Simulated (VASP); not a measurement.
# Ba3Sc (Pm-3m) in VASP: further runs

The runs below take Ba3Sc through single point, relaxation of cell and atoms, with PBE.

Program: VASP 6.6.1. These are calculated values, not measurements. Logs are shortened: lines on timing, memory, paths and dates and some standing lists are left out, and cuts for length are marked.

**1. The cell of the first run**

Symmetry: Pm-3m, No. 221, cubic system. Conventional cell: a = 5.816 Å, b = 5.816 Å, c = 5.816 Å, α = 90.00°, β = 90.00°, γ = 90.00°. Ba (site symmetry 4/mmm) has 8 Ba at 4.11 Å and 4 Sc at 4.11 Å within 5.4 Å. Within 5.4 Å of Sc (site symmetry m-3m) lie 12 Ba at 4.11 Å.

**2. Single point, PBE**

Contents of INCAR:

```
  PREC = Accurate
  ENCUT = 520
  EDIFF = 1E-6
  ISMEAR = 0
  SIGMA = 0.1
  LREAL = False
  LASPH = True
  NELM = 60
  ALGO = Fast
  ISIF = 2
  LWAVE = False
  LCHARG = False
  GGA = PE
  NBANDS = 28
```

Contents of KPOINTS:

```
regular mesh
0
Gamma
  8 8 8
```

Contents of POSCAR:

```
Ba3Sc
1.0
    5.8164354194      0.0000000000      0.0000000000
    0.0000000000      5.8164354194      0.0000000000
    0.0000000000      0.0000000000      5.8164354194
Ba Sc
3 1
Direct
    0.0000000000      0.5000000000      0.5000000000
    0.5000000000      0.0000000000      0.5000000000
    0.5000000000      0.5000000000      0.0000000000
    0.0000000000      0.0000000000      0.0000000000
```

Potentials or basis: VASP PAW PBE potentials, release 64 (Ba_sv, Sc_sv).

The run is started by

```bash
cat potpaw_PBE.64/Ba_sv/POTCAR potpaw_PBE.64/Sc_sv/POTCAR > POTCAR
mpirun -np 1 vasp_std > vasp.out
```

OUTCAR:

```text
PREC = Accurate
   ENCUT = 520
   EDIFF = 1E-6
   ISMEAR = 0
   LREAL = False
   LASPH = True
   NELM = 60
   ISIF = 2
   GGA = PE

 ion  position               nearest neighbor table
   1  0.000  0.500  0.500-   2 4.11   3 4.11   3 4.11   2 4.11   2 4.11   3 4.11   3 4.11   2 4.11

   2  0.500  0.000  0.500-   1 4.11   3 4.11   3 4.11   1 4.11   3 4.11   3 4.11   1 4.11   1 4.11

   3  0.500  0.500  0.000-   1 4.11   2 4.11   1 4.11   2 4.11   2 4.11   2 4.11   1 4.11   1 4.11

   4  0.000  0.000  0.000-

  LATTYP: Found a simple cubic cell.
 ALAT       =     5.8164354194

  Lattice vectors:

 A1 = (   5.8164354194,   0.0000000000,   0.0000000000)
 A2 = (   0.0000000000,   5.8164354194,   0.0000000000)
 A3 = (   0.0000000000,   0.0000000000,   5.8164354194)

Analysis of symmetry for initial positions (statically):
=====================================================================
 Subroutine PRICEL returns:
 Original cell was already a primitive cell.

 Routine SETGRP: Setting up the symmetry group for a
 simple cubic supercell.

 Subroutine GETGRP returns: Found 48 space group operations
 (whereof 48 operations were pure point group operations)
 out of a pool of 48 trial point group operations.

The static configuration has the point symmetry O_h .

Analysis of symmetry for dynamics (positions and initial velocities):
=====================================================================
 Subroutine PRICEL returns:
 Original cell was already a primitive cell.

 Routine SETGRP: Setting up the symmetry group for a
 simple cubic supercell.

 Subroutine GETGRP returns: Found 48 space group operations
 (whereof 48 operations were pure point group operations)
 out of a pool of 48 trial point group operations.

The dynamic configuration has the point symmetry O_h .

 Subroutine INISYM returns: Found 48 space group operations
 (whereof 48 operations are pure point group operations),
 and found     1 'primitive' translations

----------------------------------------------------------------------------------------

                                     Primitive cell

  volume of cell :     196.7754

  direct lattice vectors                    reciprocal lattice vectors
     5.816435419  0.000000000  0.000000000     0.171926606  0.000000000  0.000000000
     0.000000000  5.816435419  0.000000000     0.000000000  0.171926606  0.000000000
     0.000000000  0.000000000  5.816435419     0.000000000  0.000000000  0.171926606

  length of vectors
     5.816435419  5.816435419  5.816435419     0.171926606  0.171926606  0.171926606

  position of ions in fractional coordinates (direct lattice)
     0.000000000  0.500000000  0.500000000
     0.500000000  0.000000000  0.500000000
     0.500000000  0.500000000  0.000000000
     0.000000000  0.000000000  0.000000000

  ion indices of the primitive-cell ions
   primitive index   ion index
                 1           1
                 2           2
                 3           3
                 4           4

----------------------------------------------------------------------------------------

 KPOINTS: regular mesh

Automatic generation of k-mesh.
 Grid dimensions read from file:
 generate k-points for:    8    8    8

 Generating k-lattice:

  Cartesian coordinates                     Fractional coordinates (reciprocal lattice)
     0.021490826  0.000000000  0.000000000     0.125000000  0.000000000  0.000000000
     0.000000000  0.021490826  0.000000000     0.000000000  0.125000000  0.000000000
     0.000000000  0.000000000  0.021490826     0.000000000  0.000000000  0.125000000

  Length of vectors
     0.021490826  0.021490826  0.021490826

  Shift w.r.t. Gamma in fractional coordinates (k-lattice)
     0.000000000  0.000000000  0.000000000

 Subroutine IBZKPT returns following result:
 ===========================================

 Found     35 irreducible k-points:

 Following reciprocal coordinates:
            Coordinates               Weight
  0.000000  0.000000  0.000000      1.000000
  0.125000  0.000000  0.000000      6.000000
  0.250000  0.000000  0.000000      6.000000
  0.375000  0.000000  0.000000      6.000000
  0.500000  0.000000  0.000000      3.000000
  0.125000  0.125000  0.000000     12.000000
[... 16 lines left out ...]
  0.375000  0.375000  0.125000     24.000000
  0.500000  0.375000  0.125000     24.000000
 [... further k-points ...]
   k-points           NKPTS =     35   k-points in BZ     NKDIM =     35   number of bands    NBANDS=     28
   number of dos      NEDOS =    301   number of ions     NIONS =      4
   total plane-waves  NPLWV = 110592
   dimension x,y,z NGX =    48 NGY =   48 NGZ =   48
   dimension x,y,z NGXF=    96 NGYF=   96 NGZF=   96
   ions per type =               3   1
   NGX,Y,Z   is equivalent  to a cutoff of  13.72, 13.72, 13.72 a.u.
   NGXF,Y,Z  is equivalent  to a cutoff of  27.44, 27.44, 27.44 a.u.
 SYSTEM =  unknown system
   PREC   = accura    normal or accurate (medium, high low for compatibility)
   ISTART =      0    job   : 0-new  1-cont  2-samecut
   ICHARG =      2    charge: 1-file 2-atom 10-const
   ISPIN  =      1    spin polarized calculation?
   LNONCOLLINEAR =      F non collinear calculations
   LSORBIT =      F    spin-orbit coupling
   LASPH  =      T    aspherical Exc in radial PAW
   ENCUT  =  520.0 eV  38.22 Ry    6.18 a.u.  10.81 10.81 10.81*2*pi/ulx,y,z
   NELM   =     60;   NELMIN=  2; NELMDL= -5     # of ELM steps
   EDIFF  = 0.1E-05   stopping-criterion for ELM
   LREAL  =      F    real-space projection
[... 7 lines left out ...]
   TEBEG  =    0.0;   TEEND  =   0.0 temperature during run
   PSTRESS=    0.0 pullay stress
   NELECT =      41.0000    total number of electrons
   NUPDOWN=      -1.0000    fix difference up-down
   EMIN   =  10.00;   EMAX   =-10.00  energy-range for DOS
   EFERMI =   0.00;   METHOD = LEGACY
   ISMEAR =     0;   SIGMA  =   0.10  broadening in eV -4-tet -1-fermi 0-gaus
   EFERMI_NEDOS =   21; number of points for ismear=-14 and -15
   IALGO  =     68    algorithm
   IMIX   =      4    mixing-type and parameters
     AMIX     =   0.40;   BMIX     =  1.00
     AMIX_MAG =   1.60;   BMIX_MAG =  1.00
  volume/ion in A,a.u.               =      49.19       331.98
  Fermi-wavevector in a.u.,A,eV,Ry     =   0.970538  1.834051 12.815926  0.941944
  Thomas-Fermi vector in A             =   2.100681
   LORBIT       =      0    0 simple, 1 ext, 2 COOP (PROOUT), +10 PAW based schemes
   GGA     = PE    functional components
   LHFCALC =     F    Hartree Fock is set to
   AEXX    =    0.0000 exact exchange contribution
   IVDW    =     0    specifies the selected vdW correction
   LEPSILON=     F    determine dielectric tensor
   LRPA    =     F    only Hartree local field effects (RPA)
 non-spin polarized calculation
 RMM-DIIS sequential band-by-band and
 Gauss-broadening in eV      SIGMA  =   0.10
  energy-cutoff  :      520.00
  volume of cell :      196.78
 maximum number of plane-waves:      5400
 NGX is ok and might be reduce to    48
   NGX = 21   NGY = 21   NGZ = 21

 number of electron      40.9999996 magnetization

 Free energy of the ion-electron system (eV)
  ---------------------------------------------------
  ext. energy  EPLUGINS =         0.00000000
  ---------------------------------------------------
  free energy    TOTEN  =       -10.68960636 eV

  energy without entropy =      -10.63896674  energy(sigma->0) =      -10.66428655

 E-fermi :   2.1439     XC(G=0):  -8.0384

 val. band max:        2.1404814173   @ k =   0.3750   0.2500   0.1250
 cond. band min:       2.1657673949   @ k =   0.5000   0.3750   0.0000
 fundamental gap:      0.0252859776
 Fermi energy:         2.1438619216

 k-point     1 :       0.0000    0.0000    0.0000
  band No.  band energies     occupation
      1     -48.5309      2.00000
      2     -27.1309      2.00000
      3     -27.1309      2.00000
      4     -27.1309      2.00000
      5     -26.3499      2.00000
      6     -26.2363      2.00000
[... 20 lines left out ...]
     27       4.1916      0.00000
     28       4.1921      0.00000

 k-point     2 :       0.1250    0.0000    0.0000
  band No.  band energies     occupation
      1     -48.5309      2.00000
      2     -27.1311      2.00000
      3     -27.1310      2.00000
      4     -27.1310      2.00000
      5     -26.3461      2.00000
      6     -26.2401      2.00000
[... 20 lines left out ...]
     27       4.0405      0.00000
     28       4.0606      0.00000

 k-point     3 :       0.2500    0.0000    0.0000
  band No.  band energies     occupation
      1     -48.5309      2.00000
      2     -27.1313      2.00000
      3     -27.1309      2.00000
      4     -27.1309      2.00000
      5     -26.3352      2.00000
      6     -26.2507      2.00000
[... 20 lines left out ...]
     27       3.8132      0.00000
     28       3.9935      0.00000

 k-point     4 :       0.3750    0.0000    0.0000
  band No.  band energies     occupation
      1     -48.5309      2.00000
      2     -27.1316      2.00000
      3     -27.1309      2.00000
      4     -27.1309      2.00000
      5     -26.3206      2.00000
      6     -26.2652      2.00000
[... 578 lines left out ...]
     27       3.1290      0.00000
     28       3.6732      0.00000

 k-point    23 :       0.3750    0.3750    0.1250
  band No.  band energies     occupation
      1     -48.5309      2.00000
      2     -27.1314      2.00000
      3     -27.1313      2.00000
      4     -27.1310      2.00000
      5     -26.2956      2.00000
      6     -26.2681      2.00000
[... 20 lines left out ...]
     27       3.2975      0.00000
     28       3.5301      0.00000

 k-point    24 :       0.5000    0.3750    0.1250
  band No.  band energies     occupation
      1     -48.5309      2.00000
      2     -27.1314      2.00000
      3     -27.1313      2.00000
      4     -27.1309      2.00000
      5     -26.2870      2.00000
      6     -26.2736      2.00000
[... 20 lines left out ...]
     27       3.3227      0.00000
     28       3.3975      0.00000

 [... further k-points ...]

------------------------ aborting loop because EDIFF is reached ----------------------------------------

  FORCE on cell =-STRESS in cart. coord.  units (eV):
  Direction    XX          YY          ZZ          XY          YZ          ZX
  --------------------------------------------------------------------------------------
  -------------------------------------------------------------------------------------
  Total        0.0973095      0.0973095      0.0973095     -0.0000000     -0.0000000     -0.0000000
  in kB        0.7923103      0.7923103      0.7923103     -0.0000000     -0.0000000     -0.0000000
  external PRESSURE =       0.7923103 kB  Pullay stress =       0.0000000 kB

 VOLUME and BASIS-vectors are now :
 -----------------------------------------------------------------------------
  energy-cutoff  :      520.00
  volume of cell :      196.78
      direct lattice vectors                 reciprocal lattice vectors
     5.816435419  0.000000000  0.000000000     0.171926606  0.000000000  0.000000000
     0.000000000  5.816435419  0.000000000     0.000000000  0.171926606  0.000000000
     0.000000000  0.000000000  5.816435419     0.000000000  0.000000000  0.171926606

 POSITION                                       TOTAL-FORCE (eV/Angst)
 -----------------------------------------------------------------------------------
      0.00000      2.90822      2.90822         0.000000      0.000000      0.000000
      2.90822      0.00000      2.90822         0.000000      0.000000      0.000000
      2.90822      2.90822      0.00000         0.000000      0.000000      0.000000
      0.00000      0.00000      0.00000         0.000000      0.000000      0.000000
 -----------------------------------------------------------------------------------
    total drift:                               -0.000000     -0.000000     -0.000000

  FREE ENERGIE OF THE ION-ELECTRON SYSTEM (eV)
  ---------------------------------------------------
  free  energy   TOTEN  =       -10.6896063611 eV

  energy  without entropy=      -10.6389667379  energy(sigma->0) =      -10.66428655
```

Run time: 14 min. Hardware: 1 thread of Intel Xeon 8259CL, shared host; peak memory 0.43 GiB.

What came out:

```yaml
Free_energy: -10.6896 eV
Pressure: 0.1 GPa
Band_gap_on_the_k_mesh: zero (an odd number of electrons rules out a gap without spin polarisation)
```

Caveat: spin-orbit coupling is left out, which moves the levels of the heavy elements.

**3. Relaxation of cell and atoms, PBE**

Contents of INCAR:

```
PREC = Accurate ; ENCUT = 600
EDIFF = 1E-7 ; ISMEAR = 0
SIGMA = 0.1 ; LREAL = F
LASPH = T ; NELM = 100
ALGO = Fast ; ISIF = 3
LWAVE = F ; LCHARG = F
GGA = PE ; IBRION = 2
NSW = 100 ; EDIFFG = -0.01
```

KPOINTS is that of step 2.

POSCAR is that of step 2.

Potentials or basis: VASP PAW PBE potentials, release 64 (Ba_sv, Sc_sv).

The run is started by

```bash
cat potpaw_PBE.64/Ba_sv/POTCAR potpaw_PBE.64/Sc_sv/POTCAR > POTCAR
mpirun -np 1 vasp_std > vasp.out
```

It took 44 min on 1 thread of Intel Xeon 8259CL, shared host; peak memory 0.49 GiB.

It converged, with:

```
Free energy                           : -10.6900 eV
Relaxed volume                        : 49.48 Å³/atom
Relaxed cell                          : a = 5.828 Å, b = 5.828 Å, c = 5.828 Å, α = 90.00°, β = 90.00°, γ = 90.00°
Space group after relaxing (to 0.1 Å) : Pm-3m (No. 221)
Energy gained by relaxing             : 0.1 meV/atom
Ionic steps                           : 3
Pressure after relaxing               : 0.0 GPa
Band gap on the k mesh                : zero (an odd number of electrons rules out a gap without spin polarisation)
```

Step by step:
| step | energy change (eV) | largest force (eV/Å) | pressure (GPa) | volume (Å³) |
| --- | --- | --- | --- | --- |
| 1 | 0.0000 | 0.0000 | 0.07 | 196.78 |
| 2 | -0.0002 | 0.0000 | 0.04 | 197.42 |
| 3 | -0.0003 | 0.0000 | 0.00 | 197.92 |

Final structure:
```
Ba Sc
1.0
     5.82770    0.00000    0.00000
     0.00000    5.82770    0.00000
     0.00000    0.00000    5.82770
Ba Sc
3 1
Direct
  0.00000 0.50000 0.50000
  0.50000 0.00000 0.50000
  0.50000 0.50000 0.00000
  0.00000 0.00000 0.00000
```

Levels at points of the mesh, in eV from the Fermi level:
```tsv
k point	band 16	band 17	band 18	band 19	band 20	band 21	band 22	band 23	band 24
(0.00, 0.00, 0.00)	-13.38	-3.24	-1.38	-0.80	-0.80	-0.33	-0.33	-0.33	1.37
(0.50, 0.00, 0.00)	-13.44	-1.99	-1.60	-0.36	-0.06	0.23	0.44	0.44	0.54
(0.50, 0.50, 0.00)	-13.36	-1.42	-0.67	-0.67	-0.16	0.14	0.49	0.51	0.60
(0.50, 0.50, 0.50)	-13.36	-2.01	-0.84	-0.84	-0.84	0.77	0.85	0.92	0.92
```

Caveat: spin-orbit coupling is left out, which moves the levels of the heavy elements.
